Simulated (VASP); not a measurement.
# NaH (Fm-3m) in VASP: further runs

Aim: see how the results for NaH move with the level of theory and the settings. Levels: r2SCAN, PBE, HSE06. Tasks: single point.

Everything below comes from runs of VASP 6.6.1. Logs are shortened: lines on timing, memory, paths and dates and some standing lists are left out, and cuts for length are marked.

**1. The cell of the first run**

It takes space group Fm-3m (No. 225, cubic). The conventional cell has a = 4.795 Å, b = 4.795 Å, c = 4.795 Å, α = 90.00°, β = 90.00°, γ = 90.00°. Within 3.2 Å of Na (site symmetry m-3m) lie 6 H at 2.40 Å. Within 3.2 Å of H (site symmetry m-3m) lie 6 Na at 2.40 Å.

**2. Single point, r2SCAN**

POSCAR reads:

```
NaH
1.0
    0.0000000000      2.3975122885      2.3975122885
    2.3975122885      0.0000000000      2.3975122885
    2.3975122885      2.3975122885      0.0000000000
Na H
1 1
Direct
    0.0000000000      0.0000000000      0.0000000000
    0.5000000000      0.5000000000      0.5000000000
```

INCAR.step1 reads:

```
SYSTEM = NaH
  PREC = Accurate
  ENCUT = 520
  ISMEAR = 0
  SIGMA = 0.01
  LREAL = .False.
  LASPH = .True.
  NELM = 100
  NBANDS = 11
  GGA = PE
  ALGO = Normal
  EDIFF = 1E-4
  LWAVE = .True.
  LCHARG = .False.
```

INCAR.step2 reads:

```
SYSTEM = NaH
  PREC = Accurate
  ENCUT = 520
  EDIFF = 1E-6
  ISMEAR = 0
  SIGMA = 0.01
  LREAL = .False.
  LASPH = .True.
  NELM = 100
  ALGO = Normal
  ISIF = 2
  LWAVE = .False.
  LCHARG = .False.
  METAGGA = R2SCAN
  LMIXTAU = .True.
  NBANDS = 11
  ISTART = 1
```

KPOINTS reads:

```
regular mesh
0
Gamma
  4 4 4
  0 0 0
```

Potentials or basis: VASP PAW PBE potentials, release 64 (Na_pv, H).

Started as:

```bash
$ cat potpaw_PBE.64/Na_pv/POTCAR potpaw_PBE.64/H/POTCAR > POTCAR
$ cp INCAR.step1 INCAR
$ mpirun -np 1 vasp_std > vasp.out
$ cp INCAR.step2 INCAR
$ mpirun -np 1 vasp_std > vasp.out
```

OUTCAR:

```text
SYSTEM = NaH
   PREC = Accurate
   ENCUT = 520
   EDIFF = 1E-6
   ISMEAR = 0
   LREAL = .False.
   LASPH = .True.
   NELM = 100
   ISIF = 2
   METAGGA = R2SCAN
   ISTART = 1

 ion  position               nearest neighbor table
   1  0.000  0.000  0.000-
   2  0.500  0.500  0.500-

  LATTYP: Found a face centered cubic cell.
 ALAT       =     4.7950245770

  Lattice vectors:

 A1 = (   0.0000000000,   2.3975122885,   2.3975122885)
 A2 = (   2.3975122885,   0.0000000000,   2.3975122885)
 A3 = (   2.3975122885,   2.3975122885,   0.0000000000)

Analysis of symmetry for initial positions (statically):
=====================================================================
 Subroutine PRICEL returns:
 Original cell was already a primitive cell.

 Routine SETGRP: Setting up the symmetry group for a
 face centered cubic supercell.

 Subroutine GETGRP returns: Found 48 space group operations
 (whereof 48 operations were pure point group operations)
 out of a pool of 48 trial point group operations.

The static configuration has the point symmetry O_h .

Analysis of symmetry for dynamics (positions and initial velocities):
=====================================================================
 Subroutine PRICEL returns:
 Original cell was already a primitive cell.

 Routine SETGRP: Setting up the symmetry group for a
 face centered cubic supercell.

 Subroutine GETGRP returns: Found 48 space group operations
 (whereof 48 operations were pure point group operations)
 out of a pool of 48 trial point group operations.

The dynamic configuration has the point symmetry O_h .

 Subroutine INISYM returns: Found 48 space group operations
 (whereof 48 operations are pure point group operations),
 and found     1 'primitive' translations

----------------------------------------------------------------------------------------

                                     Primitive cell

  volume of cell :      27.5621

  direct lattice vectors                    reciprocal lattice vectors
     0.000000000  2.397512289  2.397512289    -0.208549505  0.208549505  0.208549505
     2.397512289  0.000000000  2.397512289     0.208549505 -0.208549505  0.208549505
     2.397512289  2.397512289  0.000000000     0.208549505  0.208549505 -0.208549505

  length of vectors
     3.390594394  3.390594394  3.390594394     0.361218338  0.361218338  0.361218338

  position of ions in fractional coordinates (direct lattice)
     0.000000000  0.000000000  0.000000000
     0.500000000  0.500000000  0.500000000

  ion indices of the primitive-cell ions
   primitive index   ion index
                 1           1
                 2           2

----------------------------------------------------------------------------------------

 KPOINTS: regular mesh

Automatic generation of k-mesh.
 Grid dimensions read from file:
 generate k-points for:    4    4    4

 Generating k-lattice:

  Cartesian coordinates                     Fractional coordinates (reciprocal lattice)
    -0.052137376  0.052137376  0.052137376     0.250000000  0.000000000  0.000000000
     0.052137376 -0.052137376  0.052137376     0.000000000  0.250000000  0.000000000
     0.052137376  0.052137376 -0.052137376     0.000000000  0.000000000  0.250000000

  Length of vectors
     0.090304584  0.090304584  0.090304584

  Shift w.r.t. Gamma in fractional coordinates (k-lattice)
     0.000000000  0.000000000  0.000000000

 Subroutine IBZKPT returns following result:
 ===========================================

 Found      8 irreducible k-points:

 Following reciprocal coordinates:
            Coordinates               Weight
  0.000000  0.000000  0.000000      1.000000
  0.250000  0.000000  0.000000      8.000000
  0.500000  0.000000  0.000000      4.000000
  0.250000  0.250000  0.000000      6.000000
  0.500000  0.250000  0.000000     24.000000
 -0.250000  0.250000  0.000000     12.000000
  0.500000  0.500000  0.000000      3.000000
 -0.250000  0.500000  0.250000      6.000000
   k-points           NKPTS =      8   k-points in BZ     NKDIM =      8   number of bands    NBANDS=     11
   number of dos      NEDOS =    301   number of ions     NIONS =      2
   total plane-waves  NPLWV =  21952
   dimension x,y,z NGX =    28 NGY =   28 NGZ =   28
   dimension x,y,z NGXF=    56 NGYF=   56 NGZF=   56
   ions per type =               1   1
   NGX,Y,Z   is equivalent  to a cutoff of  13.73, 13.73, 13.73 a.u.
   NGXF,Y,Z  is equivalent  to a cutoff of  27.46, 27.46, 27.46 a.u.
 SYSTEM =  NaH
   PREC   = accura    normal or accurate (medium, high low for compatibility)
   ISTART =      1    job   : 0-new  1-cont  2-samecut
   ICHARG =      0    charge: 1-file 2-atom 10-const
   ISPIN  =      1    spin polarized calculation?
   LNONCOLLINEAR =      F non collinear calculations
   LSORBIT =      F    spin-orbit coupling
   LASPH  =      T    aspherical Exc in radial PAW
   ENCUT  =  520.0 eV  38.22 Ry    6.18 a.u.   6.30  6.30  6.30*2*pi/ulx,y,z
   NELM   =    100;   NELMIN=  2; NELMDL=  0     # of ELM steps
   EDIFF  = 0.1E-05   stopping-criterion for ELM
   LREAL  =      F    real-space projection
   EDIFFG = 0.1E-04   stopping-criterion for IOM
   NSW    =      0    number of steps for IOM
   IBRION =     -1    ionic relax: 0-MD 1-quasi-New 2-CG
   NFREE  =      0    steps in history (QN), initial steepest desc. (CG)
   ISIF   =      2    stress and relaxation
   ISYM   =      2    0-nonsym 1-usesym 2-fastsym
   POTIM  = 0.5000    time-step for ionic-motion
   TEBEG  =    0.0;   TEEND  =   0.0 temperature during run
   PSTRESS=    0.0 pullay stress
   NELECT =       8.0000    total number of electrons
   NUPDOWN=      -1.0000    fix difference up-down
   EMIN   =  10.00;   EMAX   =-10.00  energy-range for DOS
   EFERMI =   0.00;   METHOD = LEGACY
   ISMEAR =     0;   SIGMA  =   0.01  broadening in eV -4-tet -1-fermi 0-gaus
   EFERMI_NEDOS =   21; number of points for ismear=-14 and -15
   IALGO  =     38    algorithm
   IMIX   =      4    mixing-type and parameters
     AMIX     =   0.40;   BMIX     =  1.00
     AMIX_MAG =   1.60;   BMIX_MAG =  1.00
  volume/ion in A,a.u.               =      13.78        93.00
  Fermi-wavevector in a.u.,A,eV,Ry     =   1.083929  2.048328 15.985500  1.174901
  Thomas-Fermi vector in A             =   2.220006
   LORBIT       =      0    0 simple, 1 ext, 2 COOP (PROOUT), +10 PAW based schemes
   METAGGA = R2SCAN    functional components
   LHFCALC =     F    Hartree Fock is set to
   AEXX    =    0.0000 exact exchange contribution
   IVDW    =     0    specifies the selected vdW correction
   LEPSILON=     F    determine dielectric tensor
   LRPA    =     F    only Hartree local field effects (RPA)
 non-spin polarized calculation
 Gauss-broadening in eV      SIGMA  =   0.01
  energy-cutoff  :      520.00
  volume of cell :       27.56
 maximum number of plane-waves:       754
 NGX is ok and might be reduce to    28
   NGX = 13   NGY = 13   NGZ = 13

 number of electron       7.9999992 magnetization

 Free energy of the ion-electron system (eV)
  ---------------------------------------------------
  ext. energy  EPLUGINS =         0.00000000
  ---------------------------------------------------
  free energy    TOTEN  =        -7.60236720 eV

  energy without entropy =       -7.60236720  energy(sigma->0) =       -7.60236720

 E-fermi :  -1.3284     XC(G=0):  -8.2243

 val. band max:       -1.3827510545   @ k =  -0.2500   0.5000   0.2500
 cond. band min:       3.0291961226   @ k =   0.5000   0.0000   0.0000
 fundamental gap:      4.4119471771
 Fermi energy:        -1.3283553747

 k-point     1 :       0.0000    0.0000    0.0000
  band No.  band energies     occupation
      1     -24.2385      2.00000
      2     -24.2382      2.00000
      3     -24.2382      2.00000
      4      -4.9977      2.00000
      5      10.2740      0.00000
      6      15.1472      0.00000
      7      15.1472      0.00000
      8      15.1472      0.00000
      9      16.1300      0.00000
     10      16.1300      0.00000
     11      16.1300      0.00000

 k-point     2 :       0.2500    0.0000    0.0000
  band No.  band energies     occupation
      1     -24.2867      2.00000
      2     -24.2441      2.00000
      3     -24.2438      2.00000
      4      -3.9443      2.00000
      5       6.6311      0.00000
      6      11.1955      0.00000
      7      13.4374      0.00000
      8      13.4377      0.00000
      9      17.2150      0.00000
     10      17.2156      0.00000
     11      18.8365      0.00000

 k-point     3 :       0.5000    0.0000    0.0000
  band No.  band energies     occupation
      1     -24.3342      2.00000
      2     -24.2496      2.00000
      3     -24.2493      2.00000
      4      -2.2266      2.00000
      5       3.0292      0.00000
      6      10.4748      0.00000
      7      12.6774      0.00000
      8      12.6779      0.00000
      9      16.4667      0.00000
     10      16.4676      0.00000
     11      19.0133      0.00000

 k-point     4 :       0.2500    0.2500    0.0000
  band No.  band energies     occupation
      1     -24.2834      2.00000
      2     -24.2545      2.00000
      3     -24.2543      2.00000
      4      -3.6281      2.00000
      5       6.8844      0.00000
      6      11.0618      0.00000
      7      11.4600      0.00000
      8      11.4600      0.00000
      9      14.7674      0.00000
     10      19.7599      0.00000
     11      22.1868      0.00000

 k-point     5 :       0.5000    0.2500    0.0000
  band No.  band energies     occupation
      1     -24.3152      2.00000
      2     -24.2734      2.00000
      3     -24.2601      2.00000
      4      -1.9893      2.00000
      5       4.3237      0.00000
      6       7.1290      0.00000
      7      11.0315      0.00000
      8      12.3294      0.00000
      9      16.8108      0.00000
     10      19.8355      0.00000
     11      20.3260      0.00000

 k-point     6 :      -0.2500    0.2500    0.0000
  band No.  band energies     occupation
      1     -24.3062      2.00000
      2     -24.2754      2.00000
      3     -24.2496      2.00000
      4      -2.5395      2.00000
      5       5.1945      0.00000
      6       6.7599      0.00000
      7      12.4521      0.00000
      8      13.4643      0.00000
      9      18.2917      0.00000
     10      18.4581      0.00000
     11      19.6176      0.00000

 k-point     7 :       0.5000    0.5000    0.0000
  band No.  band energies     occupation
      1     -24.3227      2.00000
      2     -24.2707      2.00000
      3     -24.2705      2.00000
      4      -1.5559      2.00000
      5       3.8584      0.00000
      6       9.4142      0.00000
      7      10.1552      0.00000
      8      10.1553      0.00000
      9      11.9176      0.00000
     10      23.8672      0.00000
     11      25.5160      0.00000

 k-point     8 :      -0.2500    0.5000    0.2500
  band No.  band energies     occupation
      1     -24.2967      2.00000
      2     -24.2965      2.00000
      3     -24.2728      2.00000
      4      -1.3828      2.00000
      5       5.2990      0.00000
      6       5.2993      0.00000
      7       7.9837      0.00000
      8      16.5630      0.00000
      9      17.5087      0.00000
     10      17.5089      0.00000
     11      19.2674      0.00000

------------------------ aborting loop because EDIFF is reached ----------------------------------------

  FORCE on cell =-STRESS in cart. coord.  units (eV):
  Direction    XX          YY          ZZ          XY          YZ          ZX
  --------------------------------------------------------------------------------------
  -------------------------------------------------------------------------------------
  Total       -0.0536501     -0.0536501     -0.0536501      0.0000000      0.0000000     -0.0000000
  in kB       -3.1186621     -3.1186621     -3.1186621      0.0000000      0.0000000     -0.0000000
  external PRESSURE =      -3.1186621 kB  Pullay stress =       0.0000000 kB

 VOLUME and BASIS-vectors are now :
 -----------------------------------------------------------------------------
  energy-cutoff  :      520.00
  volume of cell :       27.56
      direct lattice vectors                 reciprocal lattice vectors
     0.000000000  2.397512289  2.397512289    -0.208549505  0.208549505  0.208549505
     2.397512289  0.000000000  2.397512289     0.208549505 -0.208549505  0.208549505
     2.397512289  2.397512289  0.000000000     0.208549505  0.208549505 -0.208549505

 POSITION                                       TOTAL-FORCE (eV/Angst)
 -----------------------------------------------------------------------------------
      0.00000      0.00000      0.00000        -0.000000     -0.000000     -0.000000
      2.39751      2.39751      2.39751         0.000000      0.000000      0.000000
 -----------------------------------------------------------------------------------
    total drift:                               -0.000000     -0.000000     -0.000000

  FREE ENERGIE OF THE ION-ELECTRON SYSTEM (eV)
  ---------------------------------------------------
  free  energy   TOTEN  =        -7.6023672024 eV

  energy  without entropy=       -7.6023672024  energy(sigma->0) =       -7.60236720
```

It took 44 s on 1 thread of Intel Xeon 8259CL, shared host; peak memory 0.15 GiB.

Results:

* Free energy: -7.6024 eV
* Pressure: -0.3 GPa
* Band gap on the k mesh: 4.41 eV, indirect (least direct gap 5.26 eV)

Caveat: the k points lie up to 0.57 Å⁻¹ apart; the PAW data sets were made with another functional, which shifts forces and pressure a little.

[end of part 1 of 2]
